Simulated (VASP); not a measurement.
Set up this calculation in VASP 6.6.1, as the native input.

* Task: relaxation of cell and atoms
* Functional: PBE
* Potentials or basis: VASP PAW PBE potentials, release 64 (Y_sv, Si, F)
* Cutoff: 600 eV
* k mesh: 6 × 6 × 10
* Occupations: gaussian, width 0.1 eV
* Spin: no spin polarisation
* Dipole correction: no
* Further INCAR settings: ALGO = Fast; EDIFF = 1e-07; IBRION = 2; EDIFFG = -0.01; NSW = 100; ISIF = 3

The structure of YSiF3 lies in POSCAR:

```
YSiF3
1.0
    7.9000988633      0.0000000000      0.0000000000
    0.0000000000      7.9000988633      0.0000000000
    0.0000000000      0.0000000000      3.7210885197
Y Si F
2 2 6
Direct
    0.0000000000      0.5000000000      0.5000000000
    0.5000000000      0.0000000000      0.5000000000
    0.5000000000      0.5000000000      0.0000000000
    0.0000000000      0.0000000000      0.0000000000
    0.8886070399      0.3886070399      0.0000000000
    0.6113929601      0.8886070399      0.0000000000
    0.5000000000      0.5000000000      0.5000000000
    0.1113929601      0.6113929601      0.0000000000
    0.3886070399      0.1113929601      0.0000000000
    0.0000000000      0.0000000000      0.5000000000
```

The input as run:

INCAR

```
SYSTEM = YSiF3
ALGO = Fast
EDIFF = 1E-7
EDIFFG = -0.01
ENCUT = 600
GGA = PE
IBRION = 2
ISIF = 3
ISMEAR = 0
KPAR = 4
LASPH = .True.
LCHARG = .False.
LREAL = .False.
LWAVE = .False.
NELM = 80
NSW = 100
PREC = Accurate
SIGMA = 0.1
```

KPOINTS

```
k-points
0
Gamma
  6 6 10
  0 0 0
```

Potentials or basis: VASP PAW PBE potentials, release 64 (Y_sv, Si, F).

Run with:

```sh
$ cat potpaw_PBE.64/Y_sv/POTCAR potpaw_PBE.64/Si/POTCAR potpaw_PBE.64/F/POTCAR > POTCAR
$ mpirun -np 4 vasp_std > vasp.out
```

Results of the run:

```json
{
 "Relaxed volume": "23.24 Å³/atom",
 "Relaxed cell": "a = 7.900 Å, b = 7.900 Å, c = 3.723 Å, α = 90.00°, β = 90.00°, γ = 90.00°",
 "Space group after relaxing (to 0.1 Å)": "P4/mbm (No. 127)",
 "Energy gained by relaxing": "0.0 meV/atom",
 "Ionic steps": "3",
 "Pressure after relaxing": "0.0 GPa",
 "Band gap on the k mesh": "zero (bands 36 and 37 overlap by 0.17 eV)"
}
```

Wall time 30 min on 4 MPI ranks on Oxide Virtual Turin-like Processor, on a shared host, peak memory 0.81 GiB a rank.
